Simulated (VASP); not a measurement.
# Ti (P6_3/mmc) in VASP: notebook

The runs below take Ti through single point, with PBEsol.

Everything below comes from runs of VASP 6.6.1. Logs are shortened: lines on timing, memory, paths and dates and some standing lists are left out, and cuts for length are marked.

### 1 The cell of the first run

The structure is hexagonal, space group P6_3/mmc (No. 194). The conventional cell has a = 2.721 Å, b = 2.721 Å, c = 4.339 Å, α = 90.00°, β = 90.00°, γ = 120.00°. Within 3.5 Å of Ti (site symmetry -6m2) lie 12 Ti at 2.68 to 2.72 Å.

### 2 Single point, PBEsol

INCAR reads:

```
SYSTEM = Ti
PREC = Accurate
ENCUT = 520
EDIFF = 1E-6
ISMEAR = 0
SIGMA = 0.1
LREAL = .FALSE.
LASPH = .TRUE.
NELM = 100
ALGO = Normal
ISIF = 2
LWAVE = .FALSE.
LCHARG = .FALSE.
GGA = PS
NBANDS = 19
```

KPOINTS reads:

```
regular mesh
0
G
  18 18 10
  0 0 0
```

POSCAR reads:

```
Ti
1.0
    2.7213930033      0.0000000000      0.0000000000
   -1.3606965016      2.3567954746      0.0000000000
    0.0000000000      0.0000000000      4.3392998825
Ti
2
Direct
    0.3333333333      0.6666666667      0.2500000000
    0.6666666667      0.3333333333      0.7500000000
```

Potentials or basis: VASP PAW PBE potentials, release 64 (Ti_sv).

The run is started by

```sh
cat potpaw_PBE.64/Ti_sv/POTCAR > POTCAR
mpirun -np 1 vasp_std > vasp.out
```

OUTCAR:

```text
SYSTEM = Ti
   PREC = Accurate
   ENCUT = 520
   EDIFF = 1E-6
   ISMEAR = 0
   LREAL = .FALSE.
   LASPH = .TRUE.
   NELM = 100
   ISIF = 2
   GGA = PS

 ion  position               nearest neighbor table
   1  0.333  0.667  0.250-   2 2.68   2 2.68   2 2.68   2 2.68   2 2.68   2 2.68
   2  0.667  0.333  0.750-   1 2.68   1 2.68   1 2.68   1 2.68   1 2.68   1 2.68

  LATTYP: Found a hexagonal cell.
 ALAT       =     2.7213930033
 C/A-ratio  =     1.5945142349

  Lattice vectors:

 A1 = (   2.7213930033,   0.0000000000,   0.0000000000)
 A2 = (  -1.3606965016,   2.3567954746,   0.0000000000)
 A3 = (   0.0000000000,   0.0000000000,   4.3392998825)

Analysis of symmetry for initial positions (statically):
=====================================================================
 Subroutine PRICEL returns:
 Original cell was already a primitive cell.

 Routine SETGRP: Setting up the symmetry group for a
 hexagonal supercell.

 Subroutine GETGRP returns: Found 24 space group operations
 (whereof 12 operations were pure point group operations)
 out of a pool of 24 trial point group operations.

The static configuration has the point symmetry D_3d.
 The point group associated with its full space group is D_6h.

Analysis of symmetry for dynamics (positions and initial velocities):
=====================================================================
 Subroutine PRICEL returns:
 Original cell was already a primitive cell.

 Routine SETGRP: Setting up the symmetry group for a
 hexagonal supercell.

 Subroutine GETGRP returns: Found 24 space group operations
 (whereof 12 operations were pure point group operations)
 out of a pool of 24 trial point group operations.

The dynamic configuration has the point symmetry D_3d.
 The point group associated with its full space group is D_6h.

 Subroutine INISYM returns: Found 24 space group operations
 (whereof 12 operations are pure point group operations),
 and found     1 'primitive' translations

----------------------------------------------------------------------------------------

                                     Primitive cell

  volume of cell :      27.8313

  direct lattice vectors                    reciprocal lattice vectors
     2.721393003  0.000000000  0.000000000     0.367458871  0.212152478  0.000000000
    -1.360696502  2.356795475  0.000000000     0.000000000  0.424304956  0.000000000
     0.000000000  0.000000000  4.339299882     0.000000000  0.000000000  0.230451922

  length of vectors
     2.721393003  2.721393003  4.339299882     0.424304956  0.424304956  0.230451922

  position of ions in fractional coordinates (direct lattice)
     0.333333333  0.666666667  0.250000000
     0.666666667  0.333333333  0.750000000

  ion indices of the primitive-cell ions
   primitive index   ion index
                 1           1
                 2           2

----------------------------------------------------------------------------------------

 KPOINTS: regular mesh

Automatic generation of k-mesh.
 Grid dimensions read from file:
 generate k-points for:   18   18   10

 Generating k-lattice:

  Cartesian coordinates                     Fractional coordinates (reciprocal lattice)
     0.020414382  0.011786249  0.000000000     0.055555556  0.000000000  0.000000000
     0.000000000  0.023572498  0.000000000     0.000000000  0.055555556  0.000000000
     0.000000000  0.000000000  0.023045192     0.000000000  0.000000000  0.100000000

  Length of vectors
     0.023572498  0.023572498  0.023045192

  Shift w.r.t. Gamma in fractional coordinates (k-lattice)
     0.000000000  0.000000000  0.000000000

 Subroutine IBZKPT returns following result:
 ===========================================

 Found    222 irreducible k-points:

 Following reciprocal coordinates:
            Coordinates               Weight
  0.000000  0.000000  0.000000      1.000000
  0.055556 -0.000000  0.000000      6.000000
  0.111111 -0.000000  0.000000      6.000000
  0.166667  0.000000  0.000000      6.000000
  0.222222  0.000000  0.000000      6.000000
  0.277778  0.000000  0.000000      6.000000
[... 16 lines left out ...]
  0.333333  0.111111  0.000000     12.000000
  0.388889  0.111111  0.000000     12.000000
 [... further k-points ...]
   k-points           NKPTS =    222   k-points in BZ     NKDIM =    222   number of bands    NBANDS=     19
   number of dos      NEDOS =    301   number of ions     NIONS =      2
   total plane-waves  NPLWV =  12800
   dimension x,y,z NGX =    20 NGY =   20 NGZ =   32
   dimension x,y,z NGXF=    40 NGYF=   40 NGZF=   64
   ions per type =               2
   NGX,Y,Z   is equivalent  to a cutoff of  12.22, 12.22, 12.26 a.u.
   NGXF,Y,Z  is equivalent  to a cutoff of  24.44, 24.44, 24.52 a.u.
 SYSTEM =  Ti
   PREC   = accura    normal or accurate (medium, high low for compatibility)
   ISTART =      0    job   : 0-new  1-cont  2-samecut
   ICHARG =      2    charge: 1-file 2-atom 10-const
   ISPIN  =      1    spin polarized calculation?
   LNONCOLLINEAR =      F non collinear calculations
   LSORBIT =      F    spin-orbit coupling
   LASPH  =      T    aspherical Exc in radial PAW
   ENCUT  =  520.0 eV  38.22 Ry    6.18 a.u.   5.06  5.06  8.07*2*pi/ulx,y,z
   NELM   =    100;   NELMIN=  2; NELMDL= -5     # of ELM steps
   EDIFF  = 0.1E-05   stopping-criterion for ELM
   LREAL  =      F    real-space projection
   EDIFFG = 0.1E-04   stopping-criterion for IOM
   NSW    =      0    number of steps for IOM
   IBRION =     -1    ionic relax: 0-MD 1-quasi-New 2-CG
   NFREE  =      0    steps in history (QN), initial steepest desc. (CG)
   ISIF   =      2    stress and relaxation
   ISYM   =      2    0-nonsym 1-usesym 2-fastsym
   POTIM  = 0.5000    time-step for ionic-motion
   TEBEG  =    0.0;   TEEND  =   0.0 temperature during run
   PSTRESS=    0.0 pullay stress
   NELECT =      24.0000    total number of electrons
   NUPDOWN=      -1.0000    fix difference up-down
   EMIN   =  10.00;   EMAX   =-10.00  energy-range for DOS
   EFERMI =   0.00;   METHOD = LEGACY
   ISMEAR =     0;   SIGMA  =   0.10  broadening in eV -4-tet -1-fermi 0-gaus
   EFERMI_NEDOS =   21; number of points for ismear=-14 and -15
   IALGO  =     38    algorithm
   IMIX   =      4    mixing-type and parameters
     AMIX     =   0.40;   BMIX     =  1.00
     AMIX_MAG =   1.60;   BMIX_MAG =  1.00
  volume/ion in A,a.u.               =      13.92        93.91
  Fermi-wavevector in a.u.,A,eV,Ry     =   1.558240  2.944646 33.036461  2.428111
  Thomas-Fermi vector in A             =   2.661773
   LORBIT       =      0    0 simple, 1 ext, 2 COOP (PROOUT), +10 PAW based schemes
   GGA     = PS    functional components
   LHFCALC =     F    Hartree Fock is set to
   AEXX    =    0.0000 exact exchange contribution
   IVDW    =     0    specifies the selected vdW correction
   LEPSILON=     F    determine dielectric tensor
   LRPA    =     F    only Hartree local field effects (RPA)
 non-spin polarized calculation
 Gauss-broadening in eV      SIGMA  =   0.10
  energy-cutoff  :      520.00
  volume of cell :       27.83
 maximum number of plane-waves:       768
   NGX = 11   NGY = 11   NGZ = 17

 number of electron      24.0000009 magnetization

 Free energy of the ion-electron system (eV)
  ---------------------------------------------------
  ext. energy  EPLUGINS =         0.00000000
  ---------------------------------------------------
  free energy    TOTEN  =       -16.23865296 eV

  energy without entropy =      -16.22864167  energy(sigma->0) =      -16.23364732

 E-fermi :  10.7636     XC(G=0): -12.7384

 val. band max:       10.7622123177   @ k =   0.3333   0.2222   0.5000
 cond. band min:      10.7665130446   @ k =   0.3889   0.2222   0.5000
 fundamental gap:      0.0043007269
 Fermi energy:        10.7635666320

 k-point     1 :       0.0000    0.0000    0.0000
  band No.  band energies     occupation
      1     -45.5671      2.00000
      2     -45.2428      2.00000
      3     -22.5705      2.00000
      4     -21.3148      2.00000
      5     -21.3148      2.00000
      6     -21.1563      2.00000
[... 11 lines left out ...]
     18      12.8173      0.00000
     19      14.8457      0.00000

 k-point     2 :       0.0556   -0.0000    0.0000
  band No.  band energies     occupation
      1     -45.5597      2.00000
      2     -45.2396      2.00000
      3     -22.5568      2.00000
      4     -21.3448      2.00000
      5     -21.3246      2.00000
      6     -21.1617      2.00000
[... 11 lines left out ...]
     18      12.7479      0.00000
     19      14.8851      0.00000

 k-point     3 :       0.1111   -0.0000    0.0000
  band No.  band energies     occupation
      1     -45.5379      2.00000
      2     -45.2306      2.00000
      3     -22.5162      2.00000
      4     -21.4314      2.00000
      5     -21.3522      2.00000
      6     -21.2474      2.00000
[... 11 lines left out ...]
     18      12.5985      0.00000
     19      14.9830      0.00000

 k-point     4 :       0.1667    0.0000    0.0000
  band No.  band energies     occupation
      1     -45.5039      2.00000
      2     -45.2173      2.00000
      3     -22.4515      2.00000
      4     -21.5647      2.00000
      5     -21.3931      2.00000
      6     -21.3792      2.00000
[... 11 lines left out ...]
     18      12.9409      0.00000
     19      15.1011      0.00000

 k-point     5 :       0.2222    0.0000    0.0000
  band No.  band energies     occupation
      1     -45.4608      2.00000
      2     -45.2020      2.00000
      3     -22.3667      2.00000
      4     -21.7286      2.00000
      5     -21.5355      2.00000
      6     -21.4416      2.00000
[... 11 lines left out ...]
     18      13.3942      0.00000
     19      15.2111      0.00000

 k-point     6 :       0.2778    0.0000    0.0000
  band No.  band energies     occupation
      1     -45.4126      2.00000
      2     -45.1877      2.00000
      3     -22.2676      2.00000
      4     -21.9032      2.00000
      5     -21.6962      2.00000
      6     -21.4914      2.00000
[... 11 lines left out ...]
     18      13.9140      0.00000
     19      15.2996      0.00000

 k-point     7 :       0.3333    0.0000    0.0000
  band No.  band energies     occupation
      1     -45.3642      2.00000
      2     -45.1770      2.00000
      3     -22.1617      2.00000
      4     -22.0668      2.00000
      5     -21.8428      2.00000
      6     -21.5370      2.00000
[... 11 lines left out ...]
     18      14.4514      0.00000
     19      15.3637      0.00000

 k-point     8 :       0.3889    0.0000    0.0000
  band No.  band energies     occupation
      1     -45.3210      2.00000
      2     -45.1717      2.00000
      3     -22.1995      2.00000
      4     -22.0598      2.00000
      5     -21.9596      2.00000
      6     -21.5735      2.00000
[... 256 lines left out ...]
 k-point    20 :       0.1667    0.1111    0.0000
  band No.  band energies     occupation
      1     -45.4435      2.00000
      2     -45.1965      2.00000
      3     -22.3318      2.00000
      4     -21.7367      2.00000
      5     -21.6577      2.00000
      6     -21.4172      2.00000
[... 11 lines left out ...]
     18      13.7911      0.00000
     19      15.1633      0.00000

 k-point    21 :       0.2222    0.1111    0.0000
  band No.  band energies     occupation
      1     -45.3974      2.00000
      2     -45.1837      2.00000
      3     -22.2352      2.00000
      4     -21.8962      2.00000
      5     -21.7735      2.00000
      6     -21.4918      2.00000
[... 11 lines left out ...]
     18      14.4025      0.00000
     19      15.2174      0.00000

 k-point    22 :       0.2778    0.1111    0.0000
  band No.  band energies     occupation
      1     -45.3509      2.00000
      2     -45.1746      2.00000
      3     -22.1316      2.00000
      4     -22.0489      2.00000
      5     -21.8754      2.00000
      6     -21.5632      2.00000
[... 11 lines left out ...]
     18      15.0629      0.00000
     19      15.2585      0.00000

 k-point    23 :       0.3333    0.1111    0.0000
  band No.  band energies     occupation
      1     -45.3091      2.00000
      2     -45.1708      2.00000
      3     -22.1726      2.00000
      4     -22.0308      2.00000
      5     -21.9572      2.00000
      6     -21.6210      2.00000
[... 11 lines left out ...]
     18      15.2854      0.00000
     19      15.7423      0.00000

 k-point    24 :       0.3889    0.1111    0.0000
  band No.  band energies     occupation
      1     -45.2781      2.00000
      2     -45.1720      2.00000
      3     -22.2528      2.00000
      4     -22.0104      2.00000
      5     -21.9493      2.00000
      6     -21.6581      2.00000
[... 11 lines left out ...]
     18      15.3000      0.00000
     19      16.4119      0.00000

 [... further k-points ...]

------------------------ aborting loop because EDIFF is reached ----------------------------------------

  FORCE on cell =-STRESS in cart. coord.  units (eV):
  Direction    XX          YY          ZZ          XY          YZ          ZX
  --------------------------------------------------------------------------------------
  -------------------------------------------------------------------------------------
  Total        5.0730762      5.0730762      5.0747263      0.0000000      0.0000000     -0.0000000
  in kB      292.0445755    292.0445756    292.1395650      0.0000000      0.0000000     -0.0000000
  external PRESSURE =     292.0762387 kB  Pullay stress =       0.0000000 kB

 VOLUME and BASIS-vectors are now :
 -----------------------------------------------------------------------------
  energy-cutoff  :      520.00
  volume of cell :       27.83
      direct lattice vectors                 reciprocal lattice vectors
     2.721393003  0.000000000  0.000000000     0.367458871  0.212152478  0.000000000
    -1.360696502  2.356795475  0.000000000     0.000000000  0.424304956  0.000000000
     0.000000000  0.000000000  4.339299882     0.000000000  0.000000000  0.230451922

 POSITION                                       TOTAL-FORCE (eV/Angst)
 -----------------------------------------------------------------------------------
     -0.00000      1.57120      1.08482        -0.000000      0.000000      0.000000
      1.36070      0.78560      3.25447         0.000000     -0.000000      0.000000
 -----------------------------------------------------------------------------------
    total drift:                               -0.000000      0.000000     -0.000000

  FREE ENERGIE OF THE ION-ELECTRON SYSTEM (eV)
  ---------------------------------------------------
  free  energy   TOTEN  =       -16.2386529627 eV

  energy  without entropy=      -16.2286416716  energy(sigma->0) =      -16.23364732
```

Wall time 36 s (1 thread of Intel Xeon 6975P-C (Granite Rapids), shared host); peak memory 0.21 GiB.

What came out:

| Quantity | Value |
| --- | --- |
| Free energy | -16.2387 eV |
| Pressure | 29.2 GPa |
| Band gap on the k mesh | zero (band 12 reaches 11.71 eV, above the bottom of band 13 at 10.47 eV) |

Caveat: the PAW data sets were made with another functional, which shifts forces and pressure a little.

(Part 1 of 2 ends here.)
